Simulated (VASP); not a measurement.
Runs of VASP 6.6.1 on CsBr. The structure is that of space group Pm-3m (No. 221), or close to it. The cells are those of the table. 

| cell | gap on the mesh (eV) | pressure (GPa) |
| --- | --- | --- |
| a = 4.346 Å, 2 atoms | 4.17 | -0.9 |
| a = 4.205 Å, 2 atoms | 4.54 | (a) |
| a = 4.134 Å, 2 atoms | 4.61 | 1.6 |
| a = 4.169 Å, 2 atoms | (b) | 1.0 |
| a = 4.275 Å, 2 atoms | 4.35 | -0.3 |

Alike in all rows: task single point; level PBEsol; potentials or basis VASP PAW PBE potentials, release 64 (Cs_sv, Br); no spin polarisation; k mesh 6 × 6 × 6; cutoff (eV) 500; smearing gaussian 0.05 eV.

Question: Estimate the missing entries.

Answer: (a) 0.5; (b) 4.64.

Caveats: the PAW data sets were made with another functional, which shifts forces and pressure a little; spin-orbit coupling is left out, which moves the levels of the heavy elements.

A k mesh can miss the band edges, and the runs leave out spin-orbit coupling on Br, Cs.
